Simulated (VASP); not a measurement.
# HfN (P6_3/mmc) in VASP: a series of runs

Runs on HfN. Level: PBEsol. Tasks: single point.

All numbers are computed with VASP 6.6.1; they aren't measurements. Logs are shortened: lines on timing, memory, paths and dates and some standing lists are left out, and cuts for length are marked.

**1. The cell of the first run**

It takes space group P6_3/mmc (No. 194, hexagonal). The conventional cell has a = 3.007 Å, b = 3.007 Å, c = 5.208 Å, α = 90.00°, β = 90.00°, γ = 120.00°. Hf (site symmetry -6m2) has 6 N at 2.17 Å within 2.9 Å. Within 2.9 Å of N (site symmetry -3m) lie 6 Hf at 2.17 Å and 2 N at 2.60 Å.

**2. Single point, PBEsol**

The input, INCAR:

```
  PREC = Accurate
  ENCUT = 520
  EDIFF = 1E-6
  ISMEAR = 0
  SIGMA = 0.1
  LREAL = F
  LASPH = T
  NELM = 100
  ALGO = Normal
  ISIF = 2
  LWAVE = F
  LCHARG = F
  GGA = PS
  NBANDS = 23
```

The input, KPOINTS:

```
regular mesh
0
Gamma
  8 8 4
```

The input, POSCAR:

```
HfN
1.0
    3.0069207787     -0.0000027698      0.0000000000
   -1.5034579906      2.6040711664      0.0000000000
    0.0000000000      0.0000000000      5.2082434135
Hf N
2 2
Direct
    0.6666666667      0.3333333333      0.7500000000
    0.3333333333      0.6666666667      0.2500000000
    0.0000000000      0.0000000000      0.0000000000
    0.0000000000      0.0000000000      0.5000000000
```

Potentials or basis: VASP PAW PBE potentials, release 64 (Hf_pv, N).

On the command line:

```
> cat potpaw_PBE.64/Hf_pv/POTCAR potpaw_PBE.64/N/POTCAR > POTCAR
> mpirun -np 1 vasp_std > vasp.out
```

OUTCAR:

```text
PREC = Accurate
   ENCUT = 520
   EDIFF = 1E-6
   ISMEAR = 0
   LREAL = F
   LASPH = T
   NELM = 100
   ISIF = 2
   GGA = PS

 ion  position               nearest neighbor table
   1  0.667  0.333  0.750-   3 2.17   4 2.17   3 2.17   4 2.17   3 2.17   4 2.17   2 3.13   2 3.13
                             2 3.13   2 3.13   2 3.13   2 3.13
   2  0.333  0.667  0.250-   3 2.17   4 2.17   3 2.17   4 2.17   3 2.17   4 2.17   1 3.13   1 3.13
                             1 3.13   1 3.13   1 3.13   1 3.13
   3  0.000  0.000  0.000-   1 2.17   2 2.17   2 2.17   1 2.17   1 2.17   2 2.17
   4  0.000  0.000  0.500-   1 2.17   2 2.17   2 2.17   1 2.17   1 2.17   2 2.17

  LATTYP: Found a hexagonal cell.
 ALAT       =     3.0069207787
 C/A-ratio  =     1.7320853447

  Lattice vectors:

 A1 = (   3.0069207787,  -0.0000027698,   0.0000000000)
 A2 = (  -1.5034579906,   2.6040711664,   0.0000000000)
 A3 = (   0.0000000000,   0.0000000000,   5.2082434135)

Analysis of symmetry for initial positions (statically):
=====================================================================
 Subroutine PRICEL returns:
 Original cell was already a primitive cell.

 Routine SETGRP: Setting up the symmetry group for a
 hexagonal supercell.

 Subroutine GETGRP returns: Found 24 space group operations
 (whereof 12 operations were pure point group operations)
 out of a pool of 24 trial point group operations.

The static configuration has the point symmetry D_3d.
 The point group associated with its full space group is D_6h.

Analysis of symmetry for dynamics (positions and initial velocities):
=====================================================================
 Subroutine PRICEL returns:
 Original cell was already a primitive cell.

 Routine SETGRP: Setting up the symmetry group for a
 hexagonal supercell.

 Subroutine GETGRP returns: Found 24 space group operations
 (whereof 12 operations were pure point group operations)
 out of a pool of 24 trial point group operations.

The dynamic configuration has the point symmetry D_3d.
 The point group associated with its full space group is D_6h.

 Subroutine INISYM returns: Found 24 space group operations
 (whereof 12 operations are pure point group operations),
 and found     1 'primitive' translations

----------------------------------------------------------------------------------------

                                     Primitive cell

  volume of cell :      40.7818

  direct lattice vectors                    reciprocal lattice vectors
     3.006920779 -0.000002770  0.000000000     0.332566305  0.192006837  0.000000000
    -1.503457991  2.604071166  0.000000000     0.000000354  0.384014287  0.000000000
     0.000000000  0.000000000  5.208243413     0.000000000  0.000000000  0.192003315

  length of vectors
     3.006920779  3.006920779  5.208243413     0.384014287  0.384014287  0.192003315

  position of ions in fractional coordinates (direct lattice)
     0.666666667  0.333333333  0.750000000
     0.333333333  0.666666667  0.250000000
     0.000000000  0.000000000  0.000000000
     0.000000000  0.000000000  0.500000000

  ion indices of the primitive-cell ions
   primitive index   ion index
                 1           1
                 2           2
                 3           3
                 4           4

----------------------------------------------------------------------------------------

 KPOINTS: regular mesh

Automatic generation of k-mesh.
 Grid dimensions read from file:
 generate k-points for:    8    8    4

 Generating k-lattice:

  Cartesian coordinates                     Fractional coordinates (reciprocal lattice)
     0.041570788  0.024000855  0.000000000     0.125000000  0.000000000  0.000000000
     0.000000044  0.048001786  0.000000000     0.000000000  0.125000000  0.000000000
     0.000000000  0.000000000  0.048000829     0.000000000  0.000000000  0.250000000

  Length of vectors
     0.048001786  0.048001786  0.048000829

  Shift w.r.t. Gamma in fractional coordinates (k-lattice)
     0.000000000  0.000000000  0.000000000

 Subroutine IBZKPT returns following result:
 ===========================================

 Found     30 irreducible k-points:

 Following reciprocal coordinates:
            Coordinates               Weight
  0.000000  0.000000  0.000000      1.000000
  0.125000 -0.000000  0.000000      6.000000
  0.250000 -0.000000  0.000000      6.000000
  0.375000 -0.000000  0.000000      6.000000
  0.500000 -0.000000  0.000000      3.000000
  0.125000  0.125000  0.000000      6.000000
[... 16 lines left out ...]
  0.250000 -0.000000  0.500000      6.000000
  0.375000 -0.000000  0.500000      6.000000
 [... further k-points ...]
   k-points           NKPTS =     30   k-points in BZ     NKDIM =     30   number of bands    NBANDS=     23
   number of dos      NEDOS =    301   number of ions     NIONS =      4
   total plane-waves  NPLWV =  23040
   dimension x,y,z NGX =    24 NGY =   24 NGZ =   40
   dimension x,y,z NGXF=    48 NGYF=   48 NGZF=   80
   ions per type =               2   2
   NGX,Y,Z   is equivalent  to a cutoff of  13.27, 13.27, 12.77 a.u.
   NGXF,Y,Z  is equivalent  to a cutoff of  26.54, 26.54, 25.54 a.u.
 SYSTEM =  unknown system
   PREC   = accura    normal or accurate (medium, high low for compatibility)
   ISTART =      0    job   : 0-new  1-cont  2-samecut
   ICHARG =      2    charge: 1-file 2-atom 10-const
   ISPIN  =      1    spin polarized calculation?
   LNONCOLLINEAR =      F non collinear calculations
   LSORBIT =      F    spin-orbit coupling
   LASPH  =      T    aspherical Exc in radial PAW
   ENCUT  =  520.0 eV  38.22 Ry    6.18 a.u.   5.59  5.59  9.68*2*pi/ulx,y,z
   NELM   =    100;   NELMIN=  2; NELMDL= -5     # of ELM steps
   EDIFF  = 0.1E-05   stopping-criterion for ELM
   LREAL  =      F    real-space projection
   EDIFFG = 0.1E-04   stopping-criterion for IOM
   NSW    =      0    number of steps for IOM
   IBRION =     -1    ionic relax: 0-MD 1-quasi-New 2-CG
   NFREE  =      0    steps in history (QN), initial steepest desc. (CG)
   ISIF   =      2    stress and relaxation
   ISYM   =      2    0-nonsym 1-usesym 2-fastsym
   POTIM  = 0.5000    time-step for ionic-motion
   TEBEG  =    0.0;   TEEND  =   0.0 temperature during run
   PSTRESS=    0.0 pullay stress
   NELECT =      30.0000    total number of electrons
   NUPDOWN=      -1.0000    fix difference up-down
   EMIN   =  10.00;   EMAX   =-10.00  energy-range for DOS
   EFERMI =   0.00;   METHOD = LEGACY
   ISMEAR =     0;   SIGMA  =   0.10  broadening in eV -4-tet -1-fermi 0-gaus
   EFERMI_NEDOS =   21; number of points for ismear=-14 and -15
   IALGO  =     38    algorithm
   IMIX   =      4    mixing-type and parameters
     AMIX     =   0.40;   BMIX     =  1.00
     AMIX_MAG =   1.60;   BMIX_MAG =  1.00
  volume/ion in A,a.u.               =      10.20        68.80
  Fermi-wavevector in a.u.,A,eV,Ry     =   1.477837  2.792708 29.715166  2.184003
  Thomas-Fermi vector in A             =   2.592192
   LORBIT       =      0    0 simple, 1 ext, 2 COOP (PROOUT), +10 PAW based schemes
   GGA     = PS    functional components
   LHFCALC =     F    Hartree Fock is set to
   AEXX    =    0.0000 exact exchange contribution
   IVDW    =     0    specifies the selected vdW correction
   LEPSILON=     F    determine dielectric tensor
   LRPA    =     F    only Hartree local field effects (RPA)
 non-spin polarized calculation
 Gauss-broadening in eV      SIGMA  =   0.10
  energy-cutoff  :      520.00
  volume of cell :       40.78
 maximum number of plane-waves:      1135
 NGX is ok and might be reduce to    24
   NGX = 11   NGY = 11   NGZ = 19

 number of electron      29.9999999 magnetization

 Free energy of the ion-electron system (eV)
  ---------------------------------------------------
  ext. energy  EPLUGINS =         0.00000000
  ---------------------------------------------------
  free energy    TOTEN  =       -45.34229205 eV

  energy without entropy =      -45.32849853  energy(sigma->0) =      -45.33539529

 E-fermi :   8.7054     XC(G=0): -13.5520

 val. band max:        8.6979240005   @ k =   0.2500   0.2500   0.5000
 cond. band min:       8.7198817846   @ k =   0.5000  -0.0000   0.5000
 fundamental gap:      0.0219577841
 Fermi energy:         8.7054477818

 k-point     1 :       0.0000    0.0000    0.0000
  band No.  band energies     occupation
      1     -22.7740      2.00000
      2     -21.4034      2.00000
      3     -21.2945      2.00000
      4     -21.2945      2.00000
      5     -21.2081      2.00000
      6     -21.2081      2.00000
[... 15 lines left out ...]
     22      15.4269      0.00000
     23      15.4269      0.00000

 k-point     2 :       0.1250   -0.0000    0.0000
  band No.  band energies     occupation
      1     -22.6873      2.00000
      2     -21.5118      2.00000
      3     -21.4101      2.00000
      4     -21.4071      2.00000
      5     -21.3594      2.00000
      6     -21.2258      2.00000
[... 15 lines left out ...]
     22      14.8715      0.00000
     23      15.3564      0.00000

 k-point     3 :       0.2500   -0.0000    0.0000
  band No.  band energies     occupation
      1     -22.4566      2.00000
      2     -22.0296      2.00000
      3     -21.8288      2.00000
      4     -21.4936      2.00000
      5     -21.4435      2.00000
      6     -21.2877      2.00000
[... 15 lines left out ...]
     22      15.0500      0.00000
     23      15.4524      0.00000

 k-point     4 :       0.3750   -0.0000    0.0000
  band No.  band energies     occupation
      1     -22.5068      2.00000
      2     -22.2151      2.00000
      3     -22.1686      2.00000
      4     -21.6153      2.00000
      5     -21.5276      2.00000
      6     -21.3581      2.00000
[... 15 lines left out ...]
     22      15.5995      0.00000
     23      16.6961      0.00000

 k-point     5 :       0.5000   -0.0000    0.0000
  band No.  band energies     occupation
      1     -22.6932      2.00000
      2     -22.3680      2.00000
      3     -22.0005      2.00000
      4     -21.6635      2.00000
      5     -21.6092      2.00000
      6     -21.3883      2.00000
[... 15 lines left out ...]
     22      15.6704      0.00000
     23      17.7860      0.00000

 k-point     6 :       0.1250    0.1250    0.0000
  band No.  band energies     occupation
      1     -22.5284      2.00000
      2     -21.8188      2.00000
      3     -21.7629      2.00000
      4     -21.4301      2.00000
      5     -21.4168      2.00000
      6     -21.3213      2.00000
[... 15 lines left out ...]
     22      14.5806      0.00000
     23      14.8871      0.00000

 k-point     7 :       0.2500    0.1250    0.0000
  band No.  band energies     occupation
      1     -22.2906      2.00000
      2     -22.2660      2.00000
      3     -22.0795      2.00000
      4     -21.6086      2.00000
      5     -21.4903      2.00000
      6     -21.4330      2.00000
[... 353 lines left out ...]
     22      16.2406      0.00000
     23      17.6699      0.00000

 k-point    21 :       0.0000    0.0000    0.5000
  band No.  band energies     occupation
      1     -22.1371      2.00000
      2     -22.1371      2.00000
      3     -21.2513      2.00000
      4     -21.2513      2.00000
      5     -21.2513      2.00000
      6     -21.2513      2.00000
[... 15 lines left out ...]
     22      12.6228      0.00000
     23      13.8239      0.00000

 k-point    22 :       0.1250   -0.0000    0.5000
  band No.  band energies     occupation
      1     -22.1260      2.00000
      2     -22.1260      2.00000
      3     -21.4179      2.00000
      4     -21.4179      2.00000
      5     -21.2929      2.00000
      6     -21.2929      2.00000
[... 15 lines left out ...]
     22      13.9301      0.00000
     23      14.7446      0.00000

 k-point    23 :       0.2500   -0.0000    0.5000
  band No.  band energies     occupation
      1     -22.2150      2.00000
      2     -22.2150      2.00000
      3     -21.6751      2.00000
      4     -21.6751      2.00000
      5     -21.3918      2.00000
      6     -21.3918      2.00000
[... 15 lines left out ...]
     22      14.9026      0.00000
     23      16.2624      0.00000

 k-point    24 :       0.3750   -0.0000    0.5000
  band No.  band energies     occupation
      1     -22.5075      2.00000
      2     -22.5075      2.00000
      3     -21.6933      2.00000
      4     -21.6933      2.00000
      5     -21.4886      2.00000
      6     -21.4886      2.00000
[... 15 lines left out ...]
     22      15.4138      0.00000
     23      17.3306      0.00000

 [... further k-points ...]
[... 5 lines left out ...]
  --------------------------------------------------------------------------------------
  -------------------------------------------------------------------------------------
  Total        9.6594248      9.6594248      9.7006930      0.0000000      0.0000000      0.0000000
  in kB      379.4861837    379.4861837    381.1074737      0.0000000      0.0000000      0.0000000
  external PRESSURE =     380.0266137 kB  Pullay stress =       0.0000000 kB

 VOLUME and BASIS-vectors are now :
 -----------------------------------------------------------------------------
  energy-cutoff  :      520.00
  volume of cell :       40.78
      direct lattice vectors                 reciprocal lattice vectors
     3.006920779 -0.000002770  0.000000000     0.332566305  0.192006837  0.000000000
    -1.503457991  2.604071166  0.000000000     0.000000354  0.384014287  0.000000000
     0.000000000  0.000000000  5.208243413     0.000000000  0.000000000  0.192003315

 POSITION                                       TOTAL-FORCE (eV/Angst)
 -----------------------------------------------------------------------------------
      1.50346      0.86802      3.90618         0.000000      0.000000      0.000000
      0.00000      1.73605      1.30206        -0.000000     -0.000000      0.000000
      0.00000      0.00000      0.00000         0.000000      0.000000      0.000000
      0.00000      0.00000      2.60412         0.000000      0.000000      0.000000
 -----------------------------------------------------------------------------------
    total drift:                               -0.000000      0.000000     -0.000000

  FREE ENERGIE OF THE ION-ELECTRON SYSTEM (eV)
  ---------------------------------------------------
  free  energy   TOTEN  =       -45.3422920504 eV

  energy  without entropy=      -45.3284985279  energy(sigma->0) =      -45.33539529
```

It took 19 s on 1 thread of AMD EPYC 9R45 (Zen 5), shared host; peak memory 0.14 GiB.

Results:

```
Free energy            : -45.3423 eV
Pressure               : 38.0 GPa
Band gap on the k mesh : zero (band 15 reaches 11.05 eV, above the bottom of band 16 at 8.35 eV)
```

Caveat: the PAW data sets were made with another functional, which shifts forces and pressure a little; spin-orbit coupling is left out, which moves the levels of the heavy elements.

**3. Single point, PBEsol**

This run uses another cell than the first one, of 10.45 Å³/atom, 1.024 times its volume.

The input, INCAR:

```
SYSTEM = HfN
PREC     = Accurate       ! precision mode
ENCUT    = 520            ! plane-wave cutoff, eV
EDIFF    = 1E-7           ! SCF threshold, eV
ISMEAR   = 0              ! smearing method
SIGMA    = 0.1            ! smearing width, eV
LREAL    = .False.        ! projectors in reciprocal space
LASPH    = .True.         ! aspherical terms in the spheres
NELM     = 60             ! most SCF steps
ALGO     = Normal         ! electronic algorithm
ISIF     = 2              ! what is computed and relaxed
LWAVE    = .False.        ! write WAVECAR
LCHARG   = .True.         ! write CHGCAR
GGA      = PS             ! functional
LELF     = .True.         ! ELF
LVHAR    = .True.       
NBANDS   = 23             ! bands
```

The input, KPOINTS:

```
Automatic mesh
0
Gamma
  8 8 4
  0 0 0
```

The input, POSCAR:

```
HfN
1.0
    3.0318955230     -0.0000027928      0.0000000000
   -1.5159453429      2.6256999409      0.0000000000
    0.0000000000      0.0000000000      5.2482449485
Hf N
2 2
Direct
    0.6666666667      0.3333333333      0.7500000000
    0.3333333333      0.6666666667      0.2500000000
    0.0000000000      0.0000000000      0.0000000000
    0.0000000000      0.0000000000      0.5000000000
```

Potentials or basis: VASP PAW PBE potentials, release 64 (Hf_pv, N).

On the command line:

```
> cat potpaw_PBE.64/Hf_pv/POTCAR potpaw_PBE.64/N/POTCAR > POTCAR
> mpirun -np 1 vasp_std > vasp.out
```

Wall time 23 s (1 thread of AMD EPYC 9R45 (Zen 5), shared host); peak memory 0.14 GiB.

The run converged. Its results:

* Free energy: -45.5480 eV
* Pressure: 27.9 GPa
* Band gap on the k mesh: zero (band 15 reaches 10.76 eV, above the bottom of band 16 at 8.14 eV)

Levels at points of the mesh, in eV from the Fermi level:
| k point | band 11 | band 12 | band 13 | band 14 | band 15 | band 16 | band 17 | band 18 | band 19 | band 20 |
| --- | --- | --- | --- | --- | --- | --- | --- | --- | --- | --- |
| (0.00, 0.00, 0.00) | -4.92 | -3.67 | -3.67 | -1.55 | -0.61 | 0.90 | 0.90 | 1.89 | 2.18 | 2.18 |
| (0.50, 0.00, 0.00) | -5.80 | -5.78 | -3.12 | -2.90 | -2.29 | 2.99 | 3.31 | 5.21 | 5.41 | 6.51 |
| (0.00, 0.00, 0.50) | -4.56 | -4.56 | -4.56 | -4.56 | 2.28 | 2.28 | 3.40 | 3.40 | 3.40 | 3.40 |
| (0.50, 0.00, 0.50) | -5.76 | -5.76 | -4.58 | -4.58 | -0.01 | -0.01 | 5.55 | 5.55 | 5.60 | 5.60 |

Caveat: the PAW data sets were made with another functional, which shifts forces and pressure a little; spin-orbit coupling is left out, which moves the levels of the heavy elements.
